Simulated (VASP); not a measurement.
# Ta in VASP: relaxation of the atoms with PBE

Aim: the relaxation of the atoms of Ta with PBE.

Program: VASP 6.6.1. These are calculated values, not measurements. Logs are shortened: lines on timing, memory, paths and dates and some standing lists are left out, and cuts for length are marked.

## (1) The cell of the first run

The cell holds a slab with vacuum, 3 atoms: a = 2.874 Å, b = 2.874 Å, c = 18.694 Å, α = 90.00°, β = 90.00°, γ = 109.47°.

## (2) Relaxation of the atoms, PBE

File INCAR:

```
PREC = Accurate ; ENCUT = 520
EDIFF = 1E-6 ; ISMEAR = 0
SIGMA = 0.1 ; LREAL = False
LASPH = True ; NELM = 60
ALGO = Fast ; ISIF = 2
LWAVE = False ; LCHARG = False
LDIPOL = True ; IDIPOL = 3
DIPOL = 0.5 0.5 0.500 ; GGA = PE
IBRION = 2 ; NSW = 70
EDIFFG = -0.03
```

File KPOINTS:

```
regular mesh
0
Gamma
  11 11 1
```

File POSCAR:

```
Ta
1.0
    2.8743098517      0.0000000000      0.0000000000
   -0.9581032839      2.7099253165      0.0000000000
    0.0000000000      0.0000000000     18.6937283329
Ta
3
Selective dynamics
Direct
    0.5000000000      0.5000000000      0.3744571375  F F F
    0.0000000000      0.0000000000      0.5000000000  T T T
    0.5000000000      0.5000000000      0.6255428625  T T T
```

Potentials or basis: VASP PAW PBE potentials, release 64 (Ta_pv).

The run is started by

```console
cat potpaw_PBE.64/Ta_pv/POTCAR > POTCAR
mpirun -np 1 vasp_std > vasp.out
```

OUTCAR:

```text
PREC = Accurate
   ENCUT = 520
   EDIFF = 1E-6
   ISMEAR = 0
   LREAL = False
   LASPH = True
   NELM = 60
   ISIF = 2
   GGA = PE
   IBRION = 2
   NSW = 70
   EDIFFG = -0.03

 ion  position               nearest neighbor table
   1  0.500  0.500  0.374-   2 2.87   2 2.87   2 3.32   2 3.32
   2  0.000  0.000  0.500-   1 2.87   3 2.87   1 2.87   3 2.87   1 3.32   3 3.32   1 3.32   3 3.32

   3  0.500  0.500  0.626-   2 2.87   2 2.87   2 3.32   2 3.32

  LATTYP: Found a base centered orthorhombic cell.
 ALAT       =     3.3189671332
 B/A-ratio  =     1.4142135624
 C/A-ratio  =     5.6323933267

  Lattice vectors:

 A1 = (   2.8743098517,   0.0000000000,   0.0000000000)
 A2 = (  -0.9581032839,   2.7099253165,   0.0000000000)
 A3 = (   0.0000000000,   0.0000000000,  18.6937283329)

Analysis of symmetry for initial positions (statically):
=====================================================================
 Subroutine PRICEL returns:
 Original cell was already a primitive cell.

 Routine SETGRP: Setting up the symmetry group for a
 base centered orthorhombic supercell.

 Subroutine GETGRP returns: Found  8 space group operations
 (whereof  8 operations were pure point group operations)
 out of a pool of  8 trial point group operations.

The static configuration has the point symmetry D_2h.

Analysis of symmetry for dynamics (positions and initial velocities):
=====================================================================
 Subroutine PRICEL returns:
 Original cell was already a primitive cell.

 Routine SETGRP: Setting up the symmetry group for a
 base centered orthorhombic supercell.

 Subroutine GETGRP returns: Found  8 space group operations
 (whereof  8 operations were pure point group operations)
 out of a pool of  8 trial point group operations.

The dynamic configuration has the point symmetry D_2h.

Analysis of constrained symmetry for selective dynamics:
=====================================================================
 Subroutine PRICEL returns:
 Original cell was already a primitive cell.

 Routine SETGRP: Setting up the symmetry group for a
 base centered orthorhombic supercell.

 Subroutine GETGRP returns: Found  4 space group operations
 (whereof  4 operations were pure point group operations)
 out of a pool of  8 trial point group operations.

The constrained configuration has the point symmetry C_2v.

[... 142 lines left out ...]

 number of electron      32.9999996 magnetization

 Free energy of the ion-electron system (eV)
  ---------------------------------------------------
  ext. energy  EPLUGINS =         0.00000000
  ---------------------------------------------------
  free energy    TOTEN  =       -33.09612767 eV

  energy without entropy =      -33.07462961  energy(sigma->0) =      -33.08537864

------------------------ aborting loop because EDIFF is reached ----------------------------------------

  FORCE on cell =-STRESS in cart. coord.  units (eV):
  Direction    XX          YY          ZZ          XY          YZ          ZX
  --------------------------------------------------------------------------------------
  -------------------------------------------------------------------------------------
  Total       -4.6667901     -4.5741209     -2.3820252      0.1310539      0.0000000      0.0000000
  in kB      -51.3501854    -50.3305173    -26.2101858      1.4420285      0.0000000      0.0000000
  external PRESSURE =     -42.6302961 kB  Pullay stress =       0.0000000 kB
[... 63 lines left out ...]
 number of electron      32.9999996 magnetization

------------------------ aborting loop because EDIFF is reached ----------------------------------------

 vacuum level on the upper side and lower side of the slab       (xc-potential included)        -0.051         0.038

  FORCE on cell =-STRESS in cart. coord.  units (eV):
  Direction    XX          YY          ZZ          XY          YZ          ZX
  --------------------------------------------------------------------------------------
  -------------------------------------------------------------------------------------
  Total       -3.9193038     -3.8396687     -1.0555230      0.1126209      0.0000000      0.0000000
  in kB      -43.1253543    -42.2491045    -11.6142570      1.2392043      0.0000000      0.0000000
  external PRESSURE =     -32.3295719 kB  Pullay stress =       0.0000000 kB
[... 129 lines left out ...]
  FREE ENERGIE OF THE ION-ELECTRON SYSTEM (eV)
  ---------------------------------------------------
  free  energy   TOTEN  =       -33.1380128143 eV

  energy  without entropy=      -33.1175551794  energy(sigma->0) =      -33.12778400

 dipolmoment           0.000000      0.000000     -0.001805 electrons x Angstroem

--------------------------------------- Ionic step        7  -------------------------------------------

 number of electron      32.9999997 magnetization

 dipolmoment           0.000000      0.000000      0.000184 electrons x Angstroem

 Free energy of the ion-electron system (eV)
  ---------------------------------------------------
  ext. energy  EPLUGINS =         0.00000000
  ---------------------------------------------------
  free energy    TOTEN  =       -33.13866679 eV

  energy without entropy =      -33.11815036  energy(sigma->0) =      -33.12840857

 E-fermi :  -0.7054     XC(G=0):  -5.8023

 val. band max:       -0.7163943971   @ k =   0.1818   0.0909   0.0000
 cond. band min:      -0.6992152521   @ k =   0.2727   0.1818   0.0000
 fundamental gap:      0.0171791451
 Fermi energy:        -0.7054087486

 k-point     1 :       0.0000    0.0000    0.0000
  band No.  band energies     occupation
      1     -35.2171      2.00000
      2     -34.9232      2.00000
      3     -34.4795      2.00000
      4     -34.4126      2.00000
      5     -34.2275      2.00000
      6     -34.2267      2.00000
[... 541 lines left out ...]
     19       0.1761      0.00000
     20       0.4425      0.00000

 [... further k-points ...]

------------------------ aborting loop because EDIFF is reached ----------------------------------------

 vacuum level on the upper side and lower side of the slab       (xc-potential included)        -0.017        -0.021

  FORCE on cell =-STRESS in cart. coord.  units (eV):
  Direction    XX          YY          ZZ          XY          YZ          ZX
  --------------------------------------------------------------------------------------
  -------------------------------------------------------------------------------------
  Total       -3.3100484     -3.2327406     -0.0628594      0.1093297      0.0000000      0.0000000
  in kB      -36.4215223    -35.5708799     -0.6916617      1.2029899      0.0000000      0.0000000
  external PRESSURE =     -24.2280213 kB  Pullay stress =       0.0000000 kB
[... 18 lines left out ...]
  FREE ENERGIE OF THE ION-ELECTRON SYSTEM (eV)
  ---------------------------------------------------
  free  energy   TOTEN  =       -33.1386667859 eV

  energy  without entropy=      -33.1181503625  energy(sigma->0) =      -33.12840857

 reached required accuracy - stopping structural energy minimisation

 vacuum level on the upper side and lower side of the slab         4.046         4.042
```

CONTCAR:

```text
Ta
   1.00000000000000
     2.8743098517000001    0.0000000000000000    0.0000000000000000
    -0.9581032839000000    2.7099253165000001    0.0000000000000000
     0.0000000000000000    0.0000000000000000   18.6937283329000010
  Ta
     3
Selective dynamics
Direct
     0.5000000000000000    0.5000000000000000    0.3744571375000021   F   F   F
     0.0000000000000000    0.0000000000000000    0.4955912155776837   T   T   T
     0.5000000000000000    0.5000000000000000    0.6168710520643106   T   T   T

  0.00000000E+00  0.00000000E+00  0.00000000E+00
  0.00000000E+00  0.00000000E+00  0.00000000E+00
  0.00000000E+00  0.00000000E+00  0.00000000E+00
```

Wall time 14 min (1 thread of Oxide Virtual Turin-like, shared host); peak memory 0.29 GiB.

What came out:

```
Free energy               : -33.1387 eV
Energy gained by relaxing : 14.2 meV/atom
Ionic steps               : 7
Band gap on the k mesh    : zero (an odd number of electrons rules out a gap without spin polarisation)
```

Step by step:
| step | energy change (eV) | largest force on free atoms (eV/Å) | pressure (GPa) |
| --- | --- | --- | --- |
| 1 | 0.0000 | 0.5034 | -4.26 |
| 2 | -0.0109 | 0.3931 | -4.00 |
| 3 | -0.0259 | 0.3547 | -3.23 |
| 4 | -0.0345 | 0.2210 | -3.04 |
| 5 | -0.0419 | 0.0836 | -2.58 |
| 6 | -0.0419 | 0.0837 | -2.59 |
| 7 | -0.0425 | 0.0148 | -2.42 |

Final structure:
```yaml
crystal:
  lattice:
    - [2.87431, 0.00000, 0.00000]
    - [-0.95810, 2.70993, 0.00000]
    - [0.00000, 0.00000, 18.69373]
  atoms:
    - { symbol: Ta, position: [0.50000, 0.50000, 0.37446] }
    - { symbol: Ta, position: [0.00000, 0.00000, 0.49559] }
    - { symbol: Ta, position: [0.50000, 0.50000, 0.61687] }
```

Levels at points of the mesh, in eV from the Fermi level:
| k point | band 12 | band 13 | band 14 | band 15 | band 16 | band 17 | band 18 | band 19 | band 20 |
| --- | --- | --- | --- | --- | --- | --- | --- | --- | --- |
| (0.00, 0.00, 0.00) | -4.58 | -1.56 | -0.77 | -0.42 | -0.30 | 0.28 | 0.57 | 1.01 | 1.19 |

Caveat: spin-orbit coupling is left out, which moves the levels of the heavy elements.
